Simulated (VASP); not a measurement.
Input of a VASP 6.6.1 run:

INCAR

```
SYSTEM = Si2O
  PREC = Accurate
  ENCUT = 600
  EDIFF = 1E-6
  ISMEAR = -1
  SIGMA = 0.06122561905347299
  LREAL = .False.
  LASPH = .True.
  NELM = 120
  ALGO = Normal
  ISIF = 2
  LWAVE = .False.
  LCHARG = .False.
  GGA = PE
  NBANDS = 14
  GGA_COMPAT = .False.
```

File KPOINTS:

```
Automatic mesh
0
Gamma
  34 34 34
  0 0 0
```

Contents of POSCAR:

```
Si2O
1.0
    0.0000000000      2.8283613298      2.8283613298
    2.8283613298      0.0000000000      2.8283613298
    2.8283613298      2.8283613298      0.0000000000
Si O
2 1
Direct
    0.2500000000      0.2500000000      0.2500000000
    0.7500000000      0.7500000000      0.7500000000
    0.0000000000      0.0000000000      0.0000000000
```

Potentials or basis: VASP PAW PBE potentials, release 64 (Si, O).

Command:

```bash
$ cat potpaw_PBE.64/Si/POTCAR potpaw_PBE.64/O/POTCAR > POTCAR
$ mpirun -np 1 vasp_std > vasp.out
```

**Question.** Estimate the pressure.

**Answer.** -4.5 GPa.

**Question.** What does it give for the band gap on the k mesh?

**Answer.** Zero (bands 7 and 8 overlap by 1.28 eV).

Caveat: the cell stands under tension.
